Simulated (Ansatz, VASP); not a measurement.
# Two plane-wave programs on Ru

```
Ru
1.0
     2.70595    0.00000    0.00000
    -1.35297    2.34342    0.00000
     0.00000    0.00000    4.25791
Ru
2
Direct
  0.33333 0.66667 0.25000
  0.66667 0.33333 0.75000
```

Alike in both runs: task single point; functional r2SCAN; k mesh 14 × 14 × 8; occupations fermi-dirac, width 0.1 eV; no spin polarisation.

|  | VASP | Ansatz |
| --- | --- | --- |
| version | VASP 6.6.1 | Ansatz 0.2.0 |
| potentials or method | VASP PAW PBE potentials, release 64 (Ru_pv), cutoff 520 eV | plane waves (500 eV) with PAW, scalar-relativistic |
| valence electrons in the cell | 28 | 32 |

|  | VASP | Ansatz | Ansatz less VASP |
| --- | --- | --- | --- |
| pressure (GPa) | 1.6 | 0.1 | -1.54 |
| traceless stress, the component that is largest in VASP (GPa) | 0.65 | 0.53 | -0.117 |

VASP's potentials were made for PBE, not for r2SCAN. With one functional, cell and mesh, what is left measures potentials, basis and numerics. VASP's potentials hold 28 valence electrons a cell and Ansatz's 32, so a difference there can come from the potentials and not from the codes.
